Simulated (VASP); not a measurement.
# TlBr (Pm-3m) in VASP: notebook

Runs on TlBr. Level: PBE+D3(BJ). Tasks: single point, relaxation of cell and atoms.

All numbers are computed with VASP 6.6.1; they aren't measurements. Logs are shortened: lines on timing, memory, paths and dates and some standing lists are left out, and cuts for length are marked.

### Step 1. The cell of the first run

Symmetry: Pm-3m, No. 221, cubic system. The conventional cell has a = 3.980 Å, b = 3.980 Å, c = 3.980 Å, α = 90.00°, β = 90.00°, γ = 90.00°. Within 4.5 Å of Tl (site symmetry m-3m) lie 8 Br at 3.45 Å and 6 Tl at 3.98 Å. Br (site symmetry m-3m) has 8 Tl at 3.45 Å and 6 Br at 3.98 Å within 4.5 Å.

### Step 2. Single point, PBE+D3(BJ)

Contents of INCAR:

```
PREC = Accurate
ENCUT = 500
EDIFF = 1E-6
ISMEAR = 0
SIGMA = 0.02
LREAL = False
LASPH = True
NELM = 120
ALGO = Normal
ISIF = 2
LWAVE = False
LCHARG = True
GGA = PE
IVDW = 12
LELF = True
LVHAR = True
NBANDS = 17
GGA_COMPAT = False
```

Contents of KPOINTS:

```
regular mesh
0
Gamma
  8 8 8
```

Contents of POSCAR:

```
TlBr
1.0
    3.9800000000      0.0000000000      0.0000000000
    0.0000000000      3.9800000000      0.0000000000
    0.0000000000      0.0000000000      3.9800000000
Tl Br
1 1
Direct
    0.0000000000      0.0000000000      0.0000000000
    0.5000000000      0.5000000000      0.5000000000
```

Potentials or basis: VASP PAW PBE potentials, release 64 (Tl_d, Br).

Launch:

```sh
$ cat potpaw_PBE.64/Tl_d/POTCAR potpaw_PBE.64/Br/POTCAR > POTCAR
$ mpirun -np 1 vasp_std > vasp.out
```

OUTCAR:

```text
PREC = Accurate
   ENCUT = 500
   EDIFF = 1E-6
   ISMEAR = 0
   LREAL = False
   LASPH = True
   NELM = 120
   ISIF = 2
   GGA = PE
   IVDW = 12
 IVDW          = 12

 ion  position               nearest neighbor table
   1  0.000  0.000  0.000-   2 3.45   2 3.45   2 3.45   2 3.45   2 3.45   2 3.45   2 3.45   2 3.45

   2  0.500  0.500  0.500-   1 3.45   1 3.45   1 3.45   1 3.45   1 3.45   1 3.45   1 3.45   1 3.45

  LATTYP: Found a simple cubic cell.
 ALAT       =     3.9800000000

  Lattice vectors:

 A1 = (   3.9800000000,   0.0000000000,   0.0000000000)
 A2 = (   0.0000000000,   3.9800000000,   0.0000000000)
 A3 = (   0.0000000000,   0.0000000000,   3.9800000000)

Analysis of symmetry for initial positions (statically):
=====================================================================
 Subroutine PRICEL returns:
 Original cell was already a primitive cell.

 Routine SETGRP: Setting up the symmetry group for a
 simple cubic supercell.

 Subroutine GETGRP returns: Found 48 space group operations
 (whereof 48 operations were pure point group operations)
 out of a pool of 48 trial point group operations.

The static configuration has the point symmetry O_h .

Analysis of symmetry for dynamics (positions and initial velocities):
=====================================================================
 Subroutine PRICEL returns:
 Original cell was already a primitive cell.

 Routine SETGRP: Setting up the symmetry group for a
 simple cubic supercell.

 Subroutine GETGRP returns: Found 48 space group operations
 (whereof 48 operations were pure point group operations)
 out of a pool of 48 trial point group operations.

The dynamic configuration has the point symmetry O_h .

 Subroutine INISYM returns: Found 48 space group operations
 (whereof 48 operations are pure point group operations),
 and found     1 'primitive' translations

----------------------------------------------------------------------------------------

                                     Primitive cell

  volume of cell :      63.0448

  direct lattice vectors                    reciprocal lattice vectors
     3.980000000  0.000000000  0.000000000     0.251256281  0.000000000  0.000000000
     0.000000000  3.980000000  0.000000000     0.000000000  0.251256281  0.000000000
     0.000000000  0.000000000  3.980000000     0.000000000  0.000000000  0.251256281

  length of vectors
     3.980000000  3.980000000  3.980000000     0.251256281  0.251256281  0.251256281

  position of ions in fractional coordinates (direct lattice)
     0.000000000  0.000000000  0.000000000
     0.500000000  0.500000000  0.500000000

  ion indices of the primitive-cell ions
   primitive index   ion index
                 1           1
                 2           2

----------------------------------------------------------------------------------------

 KPOINTS: regular mesh

Automatic generation of k-mesh.
 Grid dimensions read from file:
 generate k-points for:    8    8    8

 Generating k-lattice:

  Cartesian coordinates                     Fractional coordinates (reciprocal lattice)
     0.031407035  0.000000000  0.000000000     0.125000000  0.000000000  0.000000000
     0.000000000  0.031407035  0.000000000     0.000000000  0.125000000  0.000000000
     0.000000000  0.000000000  0.031407035     0.000000000  0.000000000  0.125000000

  Length of vectors
     0.031407035  0.031407035  0.031407035

  Shift w.r.t. Gamma in fractional coordinates (k-lattice)
     0.000000000  0.000000000  0.000000000

 Subroutine IBZKPT returns following result:
 ===========================================

 Found     35 irreducible k-points:

 Following reciprocal coordinates:
            Coordinates               Weight
  0.000000  0.000000  0.000000      1.000000
  0.125000  0.000000  0.000000      6.000000
  0.250000  0.000000  0.000000      6.000000
  0.375000  0.000000  0.000000      6.000000
  0.500000  0.000000  0.000000      3.000000
  0.125000  0.125000  0.000000     12.000000
[... 16 lines left out ...]
  0.375000  0.375000  0.125000     24.000000
  0.500000  0.375000  0.125000     24.000000
 [... further k-points ...]
   k-points           NKPTS =     35   k-points in BZ     NKDIM =     35   number of bands    NBANDS=     17
   number of dos      NEDOS =    301   number of ions     NIONS =      2
   total plane-waves  NPLWV =  27000
   dimension x,y,z NGX =    30 NGY =   30 NGZ =   30
   dimension x,y,z NGXF=    60 NGYF=   60 NGZF=   60
   ions per type =               1   1
   NGX,Y,Z   is equivalent  to a cutoff of  12.53, 12.53, 12.53 a.u.
   NGXF,Y,Z  is equivalent  to a cutoff of  25.06, 25.06, 25.06 a.u.
 SYSTEM =  unknown system
   PREC   = accura    normal or accurate (medium, high low for compatibility)
   ISTART =      0    job   : 0-new  1-cont  2-samecut
   ICHARG =      2    charge: 1-file 2-atom 10-const
   ISPIN  =      1    spin polarized calculation?
   LNONCOLLINEAR =      F non collinear calculations
   LSORBIT =      F    spin-orbit coupling
   LASPH  =      T    aspherical Exc in radial PAW
   ENCUT  =  500.0 eV  36.75 Ry    6.06 a.u.   7.26  7.26  7.26*2*pi/ulx,y,z
   NELM   =    120;   NELMIN=  2; NELMDL= -5     # of ELM steps
   EDIFF  = 0.1E-05   stopping-criterion for ELM
   LREAL  =      F    real-space projection
[... 7 lines left out ...]
   TEBEG  =    0.0;   TEEND  =   0.0 temperature during run
   PSTRESS=    0.0 pullay stress
   NELECT =      20.0000    total number of electrons
   NUPDOWN=      -1.0000    fix difference up-down
   EMIN   =  10.00;   EMAX   =-10.00  energy-range for DOS
   EFERMI =   0.00;   METHOD = LEGACY
   ISMEAR =     0;   SIGMA  =   0.02  broadening in eV -4-tet -1-fermi 0-gaus
   EFERMI_NEDOS =   21; number of points for ismear=-14 and -15
   IALGO  =     38    algorithm
   IMIX   =      4    mixing-type and parameters
     AMIX     =   0.40;   BMIX     =  1.00
     AMIX_MAG =   1.60;   BMIX_MAG =  1.00
  volume/ion in A,a.u.               =      31.52       212.72
  Fermi-wavevector in a.u.,A,eV,Ry     =   1.116525  2.109926 16.961403  1.246628
  Thomas-Fermi vector in A             =   2.253140
   LORBIT       =      0    0 simple, 1 ext, 2 COOP (PROOUT), +10 PAW based schemes
   GGA     = PE    functional components
   LHFCALC =     F    Hartree Fock is set to
   AEXX    =    0.0000 exact exchange contribution
   IVDW    =    12    specifies the selected vdW correction
   LEPSILON=     F    determine dielectric tensor
   LRPA    =     F    only Hartree local field effects (RPA)
 non-spin polarized calculation
 Gauss-broadening in eV      SIGMA  =   0.02
  energy-cutoff  :      500.00
  volume of cell :       63.04
 maximum number of plane-waves:      1628
 NGX is ok and might be reduce to    30
   NGX = 15   NGY = 15   NGZ = 15

 number of electron      20.0000005 magnetization

 Free energy of the ion-electron system (eV)
  ---------------------------------------------------
  ext. energy  EPLUGINS =         0.00000000
  ---------------------------------------------------
  free energy    TOTEN  =        -5.53270095 eV

  energy without entropy =       -5.53270095  energy(sigma->0) =       -5.53270095

 E-fermi :   2.4787     XC(G=0):  -8.9696

 val. band max:        2.3819203313   @ k =   0.5000   0.0000   0.0000
 cond. band min:       4.2436347854   @ k =   0.5000   0.0000   0.0000
 fundamental gap:      1.8617144541
 Fermi energy:         2.4786893363

 k-point     1 :       0.0000    0.0000    0.0000
  band No.  band energies     occupation
      1     -11.3528      2.00000
      2      -7.7220      2.00000
      3      -7.7220      2.00000
      4      -7.5454      2.00000
      5      -7.5454      2.00000
      6      -7.5454      2.00000
[... 9 lines left out ...]
     16      13.5403      0.00000
     17      15.8242      0.00000

 k-point     2 :       0.1250    0.0000    0.0000
  band No.  band energies     occupation
      1     -11.3200      2.00000
      2      -7.7205      2.00000
      3      -7.7027      2.00000
      4      -7.5544      2.00000
      5      -7.5544      2.00000
      6      -7.5446      2.00000
[... 9 lines left out ...]
     16      14.4239      0.00000
     17      15.5663      0.00000

 k-point     3 :       0.2500    0.0000    0.0000
  band No.  band energies     occupation
      1     -11.2383      2.00000
      2      -7.7169      2.00000
      3      -7.6569      2.00000
      4      -7.5758      2.00000
      5      -7.5758      2.00000
      6      -7.5428      2.00000
[... 9 lines left out ...]
     16      14.4630      0.00000
     17      15.6068      0.00000

 k-point     4 :       0.3750    0.0000    0.0000
  band No.  band energies     occupation
      1     -11.1528      2.00000
      2      -7.7132      2.00000
      3      -7.6127      2.00000
      4      -7.5970      2.00000
      5      -7.5970      2.00000
      6      -7.5408      2.00000
[... 9 lines left out ...]
     16      13.9339      0.00000
     17      15.8985      0.00000
[... 343 lines left out ...]
      1     -11.0390      2.00000
      2      -7.6507      2.00000
      3      -7.6196      2.00000
      4      -7.5759      2.00000
      5      -7.5679      2.00000
      6      -7.5490      2.00000
[... 9 lines left out ...]
     16      13.2534      0.00000
     17      15.4781      0.00000

 k-point    23 :       0.3750    0.3750    0.1250
  band No.  band energies     occupation
      1     -11.0160      2.00000
      2      -7.6367      2.00000
      3      -7.6075      2.00000
      4      -7.5956      2.00000
      5      -7.5623      2.00000
      6      -7.5296      2.00000
[... 9 lines left out ...]
     16      13.3076      0.00000
     17      14.7074      0.00000

 k-point    24 :       0.5000    0.3750    0.1250
  band No.  band energies     occupation
      1     -10.9952      2.00000
      2      -7.6316      2.00000
      3      -7.6107      2.00000
      4      -7.5946      2.00000
      5      -7.5644      2.00000
      6      -7.5114      2.00000
[... 9 lines left out ...]
     16      13.2888      0.00000
     17      15.0110      0.00000

 [... further k-points ...]

------------------------ aborting loop because EDIFF is reached ----------------------------------------

 Edisp (eV)   -0.54797

 E8    (eV) :    -0.2574

  FORCE on cell =-STRESS in cart. coord.  units (eV):
  Direction    XX          YY          ZZ          XY          YZ          ZX
  --------------------------------------------------------------------------------------
  -------------------------------------------------------------------------------------
  Total      -0.01206    -0.01206    -0.01206     0.00000     0.00000    -0.00000
  in kB      -0.30653    -0.30653    -0.30653     0.00000     0.00000    -0.00000
  external pressure =       -0.31 kB  Pullay stress =        0.00 kB

 VOLUME and BASIS-vectors are now :
 -----------------------------------------------------------------------------
  energy-cutoff  :      500.00
  volume of cell :       63.04
      direct lattice vectors                 reciprocal lattice vectors
     3.980000000  0.000000000  0.000000000     0.251256281  0.000000000  0.000000000
     0.000000000  3.980000000  0.000000000     0.000000000  0.251256281  0.000000000
     0.000000000  0.000000000  3.980000000     0.000000000  0.000000000  0.251256281

 POSITION                                       TOTAL-FORCE (eV/Angst)
 -----------------------------------------------------------------------------------
      0.00000      0.00000      0.00000         0.000000      0.000000      0.000000
      1.99000      1.99000      1.99000         0.000000      0.000000      0.000000
 -----------------------------------------------------------------------------------
    total drift:                                0.000000     -0.000000     -0.000000

  FREE ENERGIE OF THE ION-ELECTRON SYSTEM (eV)
  ---------------------------------------------------
  free  energy   TOTEN  =        -6.0806662919 eV

  energy  without entropy=       -6.0806662919  energy(sigma->0) =       -6.08066629
```

It took 11 s on 1 thread of AMD EPYC 9R45 (Zen 5), shared host; peak memory 0.16 GiB.

Results:

- Free energy: -6.0807 eV
- Pressure: 0.0 GPa
- Band gap on the k mesh: 1.86 eV, direct
- Dispersion energy per atom: -0.274 eV

Levels at points of the mesh, in eV from the valence-band top:
| k point | band 7 | band 8 | band 9 | band 10 | band 11 | band 12 | band 13 | band 14 |
| --- | --- | --- | --- | --- | --- | --- | --- | --- |
| (0.00, 0.00, 0.00) | -4.65 | -1.30 | -1.30 | -1.30 | 7.02 | 7.02 | 7.23 | 7.23 |
| (0.50, 0.00, 0.00) | -5.54 | -0.80 | -0.80 | 0.00 | 1.86 | 5.77 | 5.77 | 8.01 |
| (0.50, 0.50, 0.00) | -3.75 | -2.93 | -2.93 | -0.72 | 4.87 | 4.87 | 7.39 | 7.70 |
| (0.50, 0.50, 0.50) | -2.75 | -1.92 | -1.92 | -1.92 | 2.15 | 2.15 | 2.15 | 12.82 |

Caveat: spin-orbit coupling is left out, which moves the levels of the heavy elements. PBE gaps usually lie below the measured ones, often by a third to a half.

### Step 3. Relaxation of cell and atoms, PBE+D3(BJ)

Contents of INCAR:

```
PREC = Accurate ; ENCUT = 500
EDIFF = 1E-7 ; ISMEAR = 0
SIGMA = 0.02 ; LREAL = False
LASPH = True ; NELM = 120
ALGO = Normal ; ISIF = 3
LWAVE = False ; LCHARG = False
GGA = PE ; IVDW = 12
IBRION = 2 ; NSW = 100
EDIFFG = -0.005 ; GGA_COMPAT = False
NELMIN = 4
```

KPOINTS is that of step 2.

POSCAR is that of step 2.

Potentials or basis: VASP PAW PBE potentials, release 64 (Tl_d, Br).

Launch:

```sh
$ cat potpaw_PBE.64/Tl_d/POTCAR potpaw_PBE.64/Br/POTCAR > POTCAR
$ mpirun -np 1 vasp_std > vasp.out
```

It took 14 s on 1 thread of AMD EPYC 9R45 (Zen 5), shared host; peak memory 0.16 GiB.

It converged, with:

| Property | Result |
| --- | --- |
| Free energy | -6.0807 eV |
| Relaxed volume | 31.50 Å³/atom |
| Relaxed cell | a = 3.979 Å, b = 3.979 Å, c = 3.979 Å, α = 90.00°, β = 90.00°, γ = 90.00° |
| Space group after relaxing (to 0.05 Å) | Pm-3m (No. 221) |
| Energy gained by relaxing | 0.0 meV/atom |
| Ionic steps | 2 |
| Pressure after relaxing | 0.0 GPa |
| Band gap on the k mesh | 1.86 eV, direct |
| Dispersion energy per atom | -0.274 eV |

Final structure:
```
CELL_PARAMETERS angstrom
3.97885 0.00000 0.00000
0.00000 3.97885 0.00000
0.00000 0.00000 3.97885
ATOMIC_POSITIONS crystal
Tl 0.00000 0.00000 0.00000
Br 0.50000 0.50000 0.50000
```

Levels at points of the mesh, in eV from the valence-band top:
```csv
k point,band 7,band 8,band 9,band 10,band 11,band 12,band 13,band 14
"(0.00, 0.00, 0.00)",-4.65,-1.31,-1.31,-1.31,7.01,7.01,7.23,7.23
"(0.50, 0.00, 0.00)",-5.54,-0.81,-0.81,0.00,1.86,5.77,5.77,8.00
"(0.50, 0.50, 0.00)",-3.75,-2.93,-2.93,-0.72,4.87,4.87,7.39,7.70
"(0.50, 0.50, 0.50)",-2.75,-1.92,-1.92,-1.92,2.14,2.14,2.14,12.83
```

Caveat: spin-orbit coupling is left out, which moves the levels of the heavy elements.

### Step 4. Single point, PBE+D3(BJ)

Contents of INCAR:

```
PREC     = Accurate       # precision mode
ENCUT    = 500            # plane-wave cutoff, eV
EDIFF    = 1E-6           # SCF threshold, eV
ISMEAR   = 0              # smearing method
SIGMA    = 0.01           # smearing width, eV
LREAL    = F              # projectors in reciprocal space
LASPH    = T              # aspherical terms in the spheres
NELM     = 120            # most SCF steps
ALGO     = Normal         # electronic algorithm
ISIF     = 2              # what is computed and relaxed
LWAVE    = F              # write WAVECAR
LCHARG   = T              # write CHGCAR
GGA      = PE             # functional
IVDW     = 12             # dispersion correction
LELF     = T              # ELF
LVHAR    = T            
NBANDS   = 17             # bands
GGA_COMPAT= F
```

KPOINTS is that of step 3.

POSCAR is that of step 3.

Launch:

```sh
$ cat potpaw_PBE.64/Tl_d/POTCAR potpaw_PBE.64/Br/POTCAR > POTCAR
$ mpirun -np 1 vasp_std > vasp.out
```

It took 11 s on 1 thread of AMD EPYC 9R45 (Zen 5), shared host; peak memory 0.16 GiB.

It converged, with:

| Property | Result |
| --- | --- |
| Free energy | -6.0807 eV |
| Pressure | 0.0 GPa |
| Band gap on the k mesh | 1.86 eV, direct |
| Dispersion energy per atom | -0.274 eV |

Levels at points of the mesh, in eV from the valence-band top:
| k point | band 7 | band 8 | band 9 | band 10 | band 11 | band 12 | band 13 | band 14 |
| --- | --- | --- | --- | --- | --- | --- | --- | --- |
| (0.00, 0.00, 0.00) | -4.65 | -1.30 | -1.30 | -1.30 | 7.02 | 7.02 | 7.23 | 7.23 |
| (0.50, 0.00, 0.00) | -5.54 | -0.80 | -0.80 | 0.00 | 1.86 | 5.77 | 5.77 | 8.01 |
| (0.50, 0.50, 0.00) | -3.75 | -2.93 | -2.93 | -0.72 | 4.87 | 4.87 | 7.39 | 7.70 |
| (0.50, 0.50, 0.50) | -2.75 | -1.92 | -1.92 | -1.92 | 2.15 | 2.15 | 2.15 | 12.82 |

Caveat: spin-orbit coupling is left out, which moves the levels of the heavy elements. A k mesh can miss the band edges.

### Step 5. Overview

```tsv
task	cell	smearing	gap on the mesh (eV)	pressure (GPa)
single point	as given	gaussian 0.02 eV	1.86	0.0
relaxation of cell and atoms	relaxed	gaussian 0.02 eV	1.86	0.0
single point	as given	gaussian 0.01 eV	1.86	0.0
```

Alike in all rows: level PBE+D3(BJ); potentials or basis VASP PAW PBE potentials, release 64 (Tl_d, Br); no spin polarisation; k mesh 8 × 8 × 8; cutoff (eV) 500.

Caveats: spin-orbit coupling is left out, which moves the levels of the heavy elements.

Absolute energies hang on the potentials; compare differences alone.
